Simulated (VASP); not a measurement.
# SiO2 (I-42d) in VASP: further runs, part 2 of 2

VASP 6.6.1. The steps go on from the part before.

**3. Single point, LDA**

This run uses another cell than the first one, of 14.07 Å³/atom, 1.027 times its volume.

The input, INCAR:

```
SYSTEM = SiO2
PREC = Accurate
ENCUT = 520
EDIFF = 1E-6
ISMEAR = 0
SIGMA = 0.01
LREAL = .False.
LASPH = .True.
NELM = 100
ALGO = Normal
ISIF = 2
LWAVE = .False.
LCHARG = .False.
GGA = CA
NBANDS = 25
```

The input, KPOINTS:

```
Automatic mesh
0
Gamma
  6 6 6
  0 0 0
```

The input, POSCAR:

```
SiO2
1.0
   -2.3740500000      2.3740500000      3.7440000000
    2.3740500000     -2.3740500000      3.7440000000
    2.3740500000      2.3740500000     -3.7440000000
Si O
2 4
Direct
    0.0000000000      0.0000000000      0.0000000000
    0.7500000000      0.2500000000      0.5000000000
    0.9983800000      0.6250000000      0.8733800000
    0.3750000000      0.2483800000      0.3733800000
    0.7516200000      0.1250000000      0.1266200000
    0.8750000000      0.0016200000      0.6266200000
```

Potentials or basis: VASP PAW LDA potentials, release 64 (Si, O).

Command:

```sh
$ cat potpaw_LDA.64/Si/POTCAR potpaw_LDA.64/O/POTCAR > POTCAR
$ mpirun -np 1 vasp_std > vasp.out
```

OUTCAR:

```text
SYSTEM = SiO2
   PREC = Accurate
   ENCUT = 520
   EDIFF = 1E-6
   ISMEAR = 0
   LREAL = .False.
   LASPH = .True.
   NELM = 100
   ISIF = 2
   GGA = CA

 ion  position               nearest neighbor table
   1  0.000  0.000  0.000-   3 1.62   4 1.62   5 1.62   6 1.62   2 3.02   2 3.02   2 3.02   2 3.02

   2  0.750  0.250  0.500-   3 1.62   4 1.62   5 1.62   6 1.62   1 3.02   1 3.02   1 3.02   1 3.02

   3  0.998  0.625  0.873-   1 1.62   2 1.62
   4  0.375  0.248  0.373-   1 1.62   2 1.62
   5  0.752  0.125  0.127-   1 1.62   2 1.62
   6  0.875  0.002  0.627-   1 1.62   2 1.62

  LATTYP: Found a body centered tetragonal cell.
 ALAT       =     4.7481000000
 C/A-ratio  =     1.5770518734

  Lattice vectors:

 A1 = (  -2.3740500000,   2.3740500000,   3.7440000000)
 A2 = (   2.3740500000,  -2.3740500000,   3.7440000000)
 A3 = (   2.3740500000,   2.3740500000,  -3.7440000000)

Analysis of symmetry for initial positions (statically):
=====================================================================
 Subroutine PRICEL returns:
 Original cell was already a primitive cell.

 Routine SETGRP: Setting up the symmetry group for a
 body centered tetragonal supercell.

 Subroutine GETGRP returns: Found  8 space group operations
 (whereof  4 operations were pure point group operations)
 out of a pool of 16 trial point group operations.

The static configuration has the point symmetry S_4 .
 The point group associated with its full space group is D_2d.

Analysis of symmetry for dynamics (positions and initial velocities):
=====================================================================
 Subroutine PRICEL returns:
 Original cell was already a primitive cell.

 Routine SETGRP: Setting up the symmetry group for a
 body centered tetragonal supercell.
[... 127 lines left out ...]
   EMIN   =  10.00;   EMAX   =-10.00  energy-range for DOS
   EFERMI =   0.00;   METHOD = LEGACY
   ISMEAR =     0;   SIGMA  =   0.01  broadening in eV -4-tet -1-fermi 0-gaus
   EFERMI_NEDOS =   21; number of points for ismear=-14 and -15
   IALGO  =     38    algorithm
   IMIX   =      4    mixing-type and parameters
     AMIX     =   0.40;   BMIX     =  1.00
     AMIX_MAG =   1.60;   BMIX_MAG =  1.00
  volume/ion in A,a.u.               =      14.07        94.93
  Fermi-wavevector in a.u.,A,eV,Ry     =   1.184858  2.239057 19.101062  1.403888
  Thomas-Fermi vector in A             =   2.321064
   LORBIT       =      0    0 simple, 1 ext, 2 COOP (PROOUT), +10 PAW based schemes
   GGA     = CA    functional components
   LHFCALC =     F    Hartree Fock is set to
   AEXX    =    0.0000 exact exchange contribution
   IVDW    =     0    specifies the selected vdW correction
   LEPSILON=     F    determine dielectric tensor
   LRPA    =     F    only Hartree local field effects (RPA)
 non-spin polarized calculation
 Gauss-broadening in eV      SIGMA  =   0.01
  energy-cutoff  :      520.00
  volume of cell :       84.41
 maximum number of plane-waves:      2317
 NGX is ok and might be reduce to    40
   NGX = 19   NGY = 19   NGZ = 19

 number of electron      32.0000013 magnetization

 Free energy of the ion-electron system (eV)
  ---------------------------------------------------
  ext. energy  EPLUGINS =         0.00000000
  ---------------------------------------------------
  free energy    TOTEN  =       -51.82313010 eV

  energy without entropy =      -51.82313010  energy(sigma->0) =      -51.82313010

 E-fermi :  -0.2694     XC(G=0):  -9.1268

 val. band max:       -0.3764647668   @ k =   0.0000   0.0000   0.0000
 cond. band min:       5.4405507158   @ k =   0.0000   0.0000   0.0000
 fundamental gap:      5.8170154826
 Fermi energy:        -0.2694378858

 k-point     1 :       0.0000    0.0000    0.0000
  band No.  band energies     occupation
      1     -19.2365      2.00000
      2     -17.0455      2.00000
      3     -17.0237      2.00000
      4     -17.0237      2.00000
      5      -9.2171      2.00000
      6      -5.6938      2.00000
[... 661 lines left out ...]
     24      12.9045      0.00000
     25      13.4353      0.00000

 [... further k-points ...]
[... 5 lines left out ...]
  --------------------------------------------------------------------------------------
  -------------------------------------------------------------------------------------
  Total       -0.9013360     -0.9013360     -1.9098999      0.0000000      0.0000000      0.0000000
  in kB      -17.1088865    -17.1088865    -36.2531409      0.0000000      0.0000000      0.0000000
  external PRESSURE =     -23.4903046 kB  Pullay stress =       0.0000000 kB

 VOLUME and BASIS-vectors are now :
 -----------------------------------------------------------------------------
  energy-cutoff  :      520.00
  volume of cell :       84.41
      direct lattice vectors                 reciprocal lattice vectors
    -2.374050000  2.374050000  3.744000000     0.000000000  0.210610560  0.133547009
     2.374050000 -2.374050000  3.744000000     0.210610560  0.000000000  0.133547009
     2.374050000  2.374050000 -3.744000000     0.210610560  0.210610560  0.000000000

 POSITION                                       TOTAL-FORCE (eV/Angst)
 -----------------------------------------------------------------------------------
      0.00000      0.00000      0.00000         0.000000      0.000000     -0.000000
      0.00000      2.37405      1.87200         0.000000      0.000000      0.000000
      1.18702      2.95987      2.80800         0.000000     -0.252393      0.000000
      0.58582      1.18702      0.93600        -0.252393      0.000000      0.000000
     -1.18702      1.78823      2.80800         0.000000      0.252393     -0.000000
     -0.58582      3.56107      0.93600         0.252393     -0.000000     -0.000000
 -----------------------------------------------------------------------------------
    total drift:                                0.000002      0.000002      0.000003

  FREE ENERGIE OF THE ION-ELECTRON SYSTEM (eV)
  ---------------------------------------------------
  free  energy   TOTEN  =       -51.8231301045 eV

  energy  without entropy=      -51.8231301045  energy(sigma->0) =      -51.82313010
```

It took 25 s on 1 thread of Intel Xeon 6975P-C (Granite Rapids), shared host; peak memory 0.21 GiB.

What came out:

```
Free energy            : -51.8231 eV
Pressure               : -2.3 GPa
Largest force          : 0.252 eV/Å
Band gap on the k mesh : 5.82 eV, direct
```

Forces on the atoms (eV/Å):
```
Si   0.000  0.000  0.000
Si   0.000  0.000  0.000
O    0.000 -0.252  0.000
O   -0.252  0.000  0.000
O    0.000  0.252  0.000
O    0.252  0.000  0.000
```

Stress tensor (GPa, compression positive):
```
-1.71  0.00  0.00
 0.00 -1.71  0.00
 0.00  0.00 -3.63
```

Levels at points of the mesh, in eV from the valence-band top:
```tsv
k point	band 14	band 15	band 16	band 17	band 18	band 19
(0.00, 0.00, 0.00)	-1.02	0.00	0.00	5.82	8.42	11.06
(0.50, 0.00, 0.00)	-0.68	-0.28	-0.18	8.20	8.94	9.76
(0.50, 0.50, 0.00)	-0.75	-0.23	-0.23	9.24	9.24	9.92
(0.50, 0.50, 0.50)	-1.50	-0.11	-0.11	8.78	8.78	9.45
```

A k mesh can miss the band edges.

**4. Single point, LDA**

This run uses another cell than the first one, of 14.44 Å³/atom, 1.055 times its volume.

The input, INCAR:

```
  ALGO = Normal
  EDIFF = 1E-6
  ENCUT = 520
  GGA = CA
  ISIF = 2
  ISMEAR = 0
  LASPH = True
  LCHARG = False
  LREAL = False
  LWAVE = False
  NBANDS = 25
  NELM = 60
  PREC = Accurate
  SIGMA = 0.01
```

The input, KPOINTS:

```
k-points
0
Gamma
  6 6 6
```

POSCAR: that of step 3 with these lines changed.

```diff
@@ -2,5 +2,5 @@
 1.0
-   -2.3740500000      2.3740500000      3.7440000000
-    2.3740500000     -2.3740500000      3.7440000000
-    2.3740500000      2.3740500000     -3.7440000000
+   -2.3949678179      2.3949678179      3.7769884839
+    2.3949678179     -2.3949678179      3.7769884839
+    2.3949678179      2.3949678179     -3.7769884839
 Si O
```

Command:

```sh
$ cat potpaw_LDA.64/Si/POTCAR potpaw_LDA.64/O/POTCAR > POTCAR
$ mpirun -np 1 vasp_std > vasp.out
```

Wall time 24 s (1 thread of Intel Xeon 6975P-C (Granite Rapids), shared host); peak memory 0.21 GiB.

The run converged. Its results:

```yaml
Free_energy: -51.7634 eV
Pressure: -6.4 GPa
Largest_force: 0.573 eV/Å
Band_gap_on_the_k_mesh: 5.65 eV, direct
```

Forces in eV/Å, atoms in the order of the input:
```
Si   0.000  0.000  0.000
Si   0.000  0.000  0.000
O    0.000 -0.573  0.000
O   -0.573  0.000  0.000
O    0.000  0.573  0.000
O    0.573  0.000  0.000
```

Stress tensor (GPa, compression positive):
```
-5.75  0.00  0.00
 0.00 -5.75  0.00
 0.00  0.00 -7.80
```

Levels at points of the mesh, in eV from the valence-band top:
| k point | band 14 | band 15 | band 16 | band 17 | band 18 | band 19 |
| --- | --- | --- | --- | --- | --- | --- |
| (0.00, 0.00, 0.00) | -1.03 | 0.00 | 0.00 | 5.65 | 8.32 | 10.83 |
| (0.50, 0.00, 0.00) | -0.67 | -0.28 | -0.18 | 7.94 | 8.82 | 9.66 |
| (0.50, 0.50, 0.00) | -0.72 | -0.23 | -0.23 | 9.04 | 9.04 | 9.68 |
| (0.50, 0.50, 0.50) | -1.47 | -0.10 | -0.10 | 8.62 | 8.62 | 9.29 |

A k mesh can miss the band edges. LDA gaps usually lie below the measured ones, often by a third to a half.

**5. Overview**

```csv
cell,gap on the mesh (eV),pressure (GPa),largest force (eV/Å)
"a = 4.984 Å, angles 123.7, 123.7, 83.8°, 6 atoms",5.99,2.4,0.10
"a = 5.029 Å, angles 123.7, 123.7, 83.8°, 6 atoms",5.82,-2.3,0.25
"a = 5.073 Å, angles 123.7, 123.7, 83.8°, 6 atoms",5.65,-6.4,0.57
```

Alike in all rows: task single point; level LDA; potentials or basis VASP PAW LDA potentials, release 64 (Si, O); no spin polarisation; k mesh 6 × 6 × 6; cutoff (eV) 520; smearing gaussian 0.01 eV.

Absolute energies hang on the potentials; compare differences alone.
